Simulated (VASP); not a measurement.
# As (Pa-3) in VASP: further runs, part 3 of 3

VASP 6.6.1. Earlier steps stand in the parts before.

**4. Relaxation of cell and atoms, PBE**

This run uses another cell than the first one, of 15.62 Å³/atom, 0.694 times its volume.

Input file INCAR:

```
SYSTEM = As
ALGO = Normal ; EDIFF = 1E-6
EDIFFG = -0.04 ; ENCUT = 600
GGA = PE ; IBRION = 2
ISIF = 3 ; ISMEAR = 0
LASPH = .TRUE. ; LCHARG = .FALSE.
LREAL = .FALSE. ; LWAVE = .FALSE.
NELM = 100 ; NSW = 90
PREC = Accurate ; SIGMA = 0.1
```

Input file KPOINTS:

```
k-points
0
G
  4 4 4
  0 0 0
```

Input file POSCAR:

```
As
1.0
    5.7225020800      0.0000000000      0.0000000000
    0.0000000000      5.7225020800      0.0000000000
    0.0000000000      0.0000000000      5.7225020800
As
12
Direct
    0.0000000000      0.0000000000      0.0000000000
    0.5000000000      0.0000000000      0.5000000000
    0.5000000000      0.5000000000      0.0000000000
    0.0000000000      0.5000000000      0.5000000000
    0.6190059900      0.8809940100      0.1190059900
    0.8809940100      0.1190059900      0.6190059900
    0.1190059900      0.6190059900      0.8809940100
    0.3809940100      0.3809940100      0.3809940100
    0.6190059900      0.6190059900      0.6190059900
    0.8809940100      0.3809940100      0.1190059900
    0.1190059900      0.8809940100      0.3809940100
    0.3809940100      0.1190059900      0.8809940100
```

Potentials or basis: VASP PAW PBE potentials, release 64 (As).

Launch:

```console
> cat potpaw_PBE.64/As/POTCAR > POTCAR
> mpirun -np 1 vasp_std > vasp.out
```

OUTCAR:

```text
SYSTEM = As
   EDIFF = 1E-6
   EDIFFG = -0.04
   ENCUT = 600
   GGA = PE
   IBRION = 2
   ISIF = 3
   ISMEAR = 0
   LASPH = .TRUE.
   LREAL = .FALSE.
   NELM = 100
   NSW = 90
   PREC = Accurate

 ion  position               nearest neighbor table
   1  0.000  0.000  0.000-   5 2.38   7 2.38  10 2.38  12 2.38  11 2.38   6 2.38
   2  0.500  0.000  0.500-   6 2.38   8 2.38   9 2.38  11 2.38   5 2.38  12 2.38
   3  0.500  0.500  0.000-   5 2.38   7 2.38  10 2.38  12 2.38   8 2.38   9 2.38
   4  0.000  0.500  0.500-   6 2.38   8 2.38   9 2.38  11 2.38  10 2.38   7 2.38
   5  0.619  0.881  0.119-  12 2.36   3 2.38   1 2.38   2 2.38
   6  0.881  0.119  0.619-  11 2.36   4 2.38   2 2.38   1 2.38
   7  0.119  0.619  0.881-  10 2.36   3 2.38   1 2.38   4 2.38
   8  0.381  0.381  0.381-   9 2.36   4 2.38   2 2.38   3 2.38
   9  0.619  0.619  0.619-   8 2.36   4 2.38   2 2.38   3 2.38
  10  0.881  0.381  0.119-   7 2.36   3 2.38   1 2.38   4 2.38
  11  0.119  0.881  0.381-   6 2.36   4 2.38   2 2.38   1 2.38
  12  0.381  0.119  0.881-   5 2.36   3 2.38   1 2.38   2 2.38

  LATTYP: Found a simple cubic cell.
 ALAT       =     5.7225020800

  Lattice vectors:

 A1 = (   5.7225020800,   0.0000000000,   0.0000000000)
 A2 = (   0.0000000000,   5.7225020800,   0.0000000000)
 A3 = (   0.0000000000,   0.0000000000,   5.7225020800)

Analysis of symmetry for initial positions (statically):
=====================================================================
 Subroutine PRICEL returns:
 Original cell was already a primitive cell.

 Routine SETGRP: Setting up the symmetry group for a
 simple cubic supercell.

 Subroutine GETGRP returns: Found 24 space group operations
 (whereof  6 operations were pure point group operations)
 out of a pool of 48 trial point group operations.

The static configuration has the point symmetry S_6 .
 The point group associated with its full space group is T_h .

Analysis of symmetry for dynamics (positions and initial velocities):
=====================================================================
 Subroutine PRICEL returns:
 Original cell was already a primitive cell.

 Routine SETGRP: Setting up the symmetry group for a
 simple cubic supercell.
[... 105 lines left out ...]
   ICHARG =      2    charge: 1-file 2-atom 10-const
   ISPIN  =      1    spin polarized calculation?
   LNONCOLLINEAR =      F non collinear calculations
   LSORBIT =      F    spin-orbit coupling
   LASPH  =      T    aspherical Exc in radial PAW
   ENCUT  =  600.0 eV  44.10 Ry    6.64 a.u.  11.43 11.43 11.43*2*pi/ulx,y,z
   NELM   =    100;   NELMIN=  2; NELMDL= -5     # of ELM steps
   EDIFF  = 0.1E-05   stopping-criterion for ELM
   LREAL  =      F    real-space projection
   EDIFFG = -.4E-01   stopping-criterion for IOM
   NSW    =     90    number of steps for IOM
   IBRION =      2    ionic relax: 0-MD 1-quasi-New 2-CG
   NFREE  =      1    steps in history (QN), initial steepest desc. (CG)
   ISIF   =      3    stress and relaxation
   ISYM   =      2    0-nonsym 1-usesym 2-fastsym
   POTIM  = 0.5000    time-step for ionic-motion
   TEBEG  =    0.0;   TEEND  =   0.0 temperature during run
   PSTRESS=    0.0 pullay stress
   NELECT =      60.0000    total number of electrons
   NUPDOWN=      -1.0000    fix difference up-down
   EMIN   =  10.00;   EMAX   =-10.00  energy-range for DOS
   EFERMI =   0.00;   METHOD = LEGACY
   ISMEAR =     0;   SIGMA  =   0.10  broadening in eV -4-tet -1-fermi 0-gaus
   EFERMI_NEDOS =   21; number of points for ismear=-14 and -15
   IALGO  =     38    algorithm
   IMIX   =      4    mixing-type and parameters
     AMIX     =   0.40;   BMIX     =  1.00
     AMIX_MAG =   1.60;   BMIX_MAG =  1.00
  volume/ion in A,a.u.               =      15.62       105.38
  Fermi-wavevector in a.u.,A,eV,Ry     =   1.119969  2.116434 17.066200  1.254330
  Thomas-Fermi vector in A             =   2.256612
   LORBIT       =      0    0 simple, 1 ext, 2 COOP (PROOUT), +10 PAW based schemes
   GGA     = PE    functional components
   LHFCALC =     F    Hartree Fock is set to
   AEXX    =    0.0000 exact exchange contribution
   IVDW    =     0    specifies the selected vdW correction
   LEPSILON=     F    determine dielectric tensor
   LRPA    =     F    only Hartree local field effects (RPA)
 conjugate gradient relaxation of ions
 non-spin polarized calculation
 Gauss-broadening in eV      SIGMA  =   0.10
  energy-cutoff  :      600.00
  volume of cell :      187.39
 maximum number of plane-waves:      6302
 NGX is ok and might be reduce to    48
   NGX = 23   NGY = 23   NGZ = 23

--------------------------------------- Ionic step        1  -------------------------------------------

 number of electron      59.9999993 magnetization

 Free energy of the ion-electron system (eV)
  ---------------------------------------------------
  ext. energy  EPLUGINS =         0.00000000
  ---------------------------------------------------
  free energy    TOTEN  =       -44.77906633 eV

  energy without entropy =      -44.74640532  energy(sigma->0) =      -44.76273582

 E-fermi :   9.3159     XC(G=0): -11.4599

 val. band max:        9.2763513855   @ k =   0.2500   0.0000   0.0000
 cond. band min:       9.3836868094   @ k =   0.5000   0.2500   0.2500
 fundamental gap:      0.1073354240
 Fermi energy:         9.3158606731
[... 1206 lines left out ...]
--------------------------------------- Ionic step        8  -------------------------------------------

 number of electron      59.9999993 magnetization

 Free energy of the ion-electron system (eV)
  ---------------------------------------------------
  ext. energy  EPLUGINS =         0.00000000
  ---------------------------------------------------
  free energy    TOTEN  =       -54.17057898 eV

  energy without entropy =      -54.12966913  energy(sigma->0) =      -54.15012405

 E-fermi :   4.5989     XC(G=0):  -9.7594

 val. band max:        4.5286554310   @ k =   0.2500   0.2500   0.0000
 cond. band min:       4.6288507348   @ k =   0.2500   0.0000   0.0000
 fundamental gap:      0.1001953038
 Fermi energy:         4.5989392301
[... 477 lines left out ...]
  FREE ENERGIE OF THE ION-ELECTRON SYSTEM (eV)
  ---------------------------------------------------
  free  energy   TOTEN  =       -54.1705789780 eV

  energy  without entropy=      -54.1296691257  energy(sigma->0) =      -54.15012405

 reached required accuracy - stopping structural energy minimisation
```

CONTCAR:

```text
As
   1.00000000000000
     6.4736205714969097    0.0000000000000000    0.0000000000000000
     0.0000000000000000    6.4736205714969097    0.0000000000000000
    -0.0000000000000000    0.0000000000000000    6.4736205714969097
  As
    12
Direct
     0.0000000000000000    0.0000000000000000    0.0000000000000000
     0.5000000000000000    0.0000000000000000    0.5000000000000000
     0.5000000000000000    0.5000000000000000    0.0000000000000000
     0.0000000000000000    0.5000000000000000    0.5000000000000000
     0.6077071628740729    0.8922928371259271    0.1077071628740729
     0.8922928371259271    0.1077071628740729    0.6077071628740729
     0.1077071628740729    0.6077071628740729    0.8922928371259271
     0.3922928371259271    0.3922928371259271    0.3922928371259271
     0.6077071628740729    0.6077071628740729    0.6077071628740729
     0.8922928371259271    0.3922928371259271    0.1077071628740729
     0.1077071628740729    0.8922928371259271    0.3922928371259271
     0.3922928371259271    0.1077071628740729    0.8922928371259271

  0.00000000E+00  0.00000000E+00  0.00000000E+00
  0.00000000E+00  0.00000000E+00  0.00000000E+00
  0.00000000E+00  0.00000000E+00  0.00000000E+00
  0.00000000E+00  0.00000000E+00  0.00000000E+00
  0.00000000E+00  0.00000000E+00  0.00000000E+00
  0.00000000E+00  0.00000000E+00  0.00000000E+00
  0.00000000E+00  0.00000000E+00  0.00000000E+00
  0.00000000E+00  0.00000000E+00  0.00000000E+00
  0.00000000E+00  0.00000000E+00  0.00000000E+00
  0.00000000E+00  0.00000000E+00  0.00000000E+00
  0.00000000E+00  0.00000000E+00  0.00000000E+00
  0.00000000E+00  0.00000000E+00  0.00000000E+00
```

Wall time 5.8 min (1 thread of AMD EPYC 9R45 (Zen 5), shared host); peak memory 0.33 GiB.

Results:

| Quantity | Value |
| --- | --- |
| Free energy | -54.1706 eV |
| Relaxed volume | 22.61 Å³/atom |
| Relaxed cell | a = 6.474 Å, b = 6.474 Å, c = 6.474 Å, α = 90.00°, β = 90.00°, γ = 90.00° |
| Space group after relaxing (to 0.05 Å) | Pa-3 (No. 205) |
| Energy gained by relaxing | 782.6 meV/atom |
| Ionic steps | 8 |
| Pressure after relaxing | 0.0 GPa |
| Largest force after relaxing | 0.006 eV/Å |
| Band gap on the k mesh | zero (band 30 reaches 5.43 eV, above the bottom of band 31 at 3.18 eV) |

Forces in eV/Å, atoms in the order of the input:
```
As   0.000  0.000  0.000
As   0.000  0.000  0.000
As   0.000  0.000  0.000
As   0.000  0.000  0.000
As  -0.003  0.003 -0.003
As   0.003 -0.003 -0.003
As  -0.003 -0.003  0.003
As   0.003  0.003  0.003
As  -0.003 -0.003 -0.003
As   0.003  0.003 -0.003
As  -0.003  0.003  0.003
As   0.003 -0.003  0.003
```

Step by step:
```tsv
step	energy change (eV)	largest force (eV/Å)	pressure (GPa)	volume (Å³)
1	0.0000	0.4852	48.99	187.39
2	-5.4486	1.2096	-10.43	349.04
3	-8.8730	1.0503	-0.39	266.31
4	-8.8727	1.0433	0.06	264.55
5	-9.1963	0.6956	0.28	265.49
6	-9.3767	0.0282	1.09	266.74
7	-9.3879	0.0225	-0.52	273.60
8	-9.3915	0.0057	0.00	271.29
```

Final structure:
```
CELL_PARAMETERS angstrom
6.47362 0.00000 0.00000
0.00000 6.47362 0.00000
0.00000 0.00000 6.47362
ATOMIC_POSITIONS crystal
As 0.00000 0.00000 0.00000
As 0.50000 0.00000 0.50000
As 0.50000 0.50000 0.00000
As 0.00000 0.50000 0.50000
As 0.60771 0.89229 0.10771
As 0.89229 0.10771 0.60771
As 0.10771 0.60771 0.89229
As 0.39229 0.39229 0.39229
As 0.60771 0.60771 0.60771
As 0.89229 0.39229 0.10771
As 0.10771 0.89229 0.39229
As 0.39229 0.10771 0.89229
```

Caveat: the volume moved by over 15 % at a fixed basis, so the end points are rough.

**5. Single point, PBE**

Input file INCAR:

```
SYSTEM = As
PREC = Accurate
ENCUT = 520
EDIFF = 1E-6
ISMEAR = 0
SIGMA = 0.1
LREAL = .FALSE.
LASPH = .TRUE.
NELM = 80
ALGO = Normal
ISIF = 2
LWAVE = .FALSE.
LCHARG = .FALSE.
GGA = PE
NBANDS = 42
```

Input file KPOINTS:

```
Automatic mesh
0
G
  6 6 6
  0 0 0
```

Input file POSCAR:

```
As
1.0
    6.4635459982      0.0000000000      0.0000000000
    0.0000000000      6.4635459982      0.0000000000
    0.0000000000      0.0000000000      6.4635459982
As
12
Direct
    0.0000000000      0.0000000000      0.0000000000
    0.5000000000      0.0000000000      0.5000000000
    0.5000000000      0.5000000000      0.0000000000
    0.0000000000      0.5000000000      0.5000000000
    0.6077082900      0.8922917100      0.1077082900
    0.8922917100      0.1077082900      0.6077082900
    0.1077082900      0.6077082900      0.8922917100
    0.3922917100      0.3922917100      0.3922917100
    0.6077082900      0.6077082900      0.6077082900
    0.8922917100      0.3922917100      0.1077082900
    0.1077082900      0.8922917100      0.3922917100
    0.3922917100      0.1077082900      0.8922917100
```

Launch:

```console
> cat potpaw_PBE.64/As/POTCAR > POTCAR
> mpirun -np 1 vasp_std > vasp.out
```

Wall time 2.6 min (1 thread of AMD EPYC 9R45 (Zen 5), shared host); peak memory 0.39 GiB.

The run converged. Its results:

```
Free energy            : -54.1849 eV
Pressure               : 0.2 GPa
Largest force          : 0.043 eV/Å
Band gap on the k mesh : zero (band 30 reaches 5.49 eV, above the bottom of band 31 at 3.22 eV)
```

Forces on the atoms (eV/Å):
```
As   0.000  0.000  0.000
As   0.000  0.000  0.000
As   0.000  0.000  0.000
As   0.000  0.000  0.000
As   0.025 -0.025  0.025
As  -0.025  0.025  0.025
As   0.025  0.025 -0.025
As  -0.025 -0.025 -0.025
As   0.025  0.025  0.025
As  -0.025 -0.025  0.025
As   0.025 -0.025 -0.025
As  -0.025  0.025 -0.025
```

Levels at points of the mesh, in eV from the Fermi level:
| k point | band 27 | band 28 | band 29 | band 30 | band 31 | band 32 | band 33 | band 34 |
| --- | --- | --- | --- | --- | --- | --- | --- | --- |
| (0.00, 0.00, 0.00) | -0.34 | 0.50 | 0.50 | 0.83 | 0.83 | 0.83 | 1.04 | 2.26 |
| (0.50, 0.00, 0.00) | -0.90 | -0.90 | 0.49 | 0.49 | 0.93 | 0.93 | 1.75 | 1.75 |
| (0.50, 0.50, 0.00) | -1.35 | -1.35 | -0.43 | -0.43 | -0.43 | -0.43 | 2.35 | 2.35 |
| (0.50, 0.50, 0.50) | -1.65 | -1.65 | -1.44 | -1.44 | -1.44 | -1.44 | 1.78 | 1.78 |

**6. Summary**

```csv
task,cell,k mesh,cutoff (eV),gap on the mesh (eV),pressure (GPa),largest force (eV/Å)
single point,"a = 6.464 Å, 12 atoms",4 × 4 × 4,520,none,0.3,0.04
single point,"a = 5.723 Å, 12 atoms",4 × 4 × 4,520,none,49.0,0.49
relaxation of cell and atoms,"relaxed from a = 5.723 Å, 12 atoms",4 × 4 × 4,600,none,0.0,0.01
single point,"a = 6.464 Å, 12 atoms",6 × 6 × 6,520,none,0.2,0.04
```

Alike in all rows: level PBE; potentials or basis VASP PAW PBE potentials, release 64 (As); no spin polarisation; smearing gaussian 0.1 eV.

Caveats: the volume moved by over 15 % at a fixed basis, so the end points are rough (some runs).

Absolute energies hang on the potentials; compare differences alone.
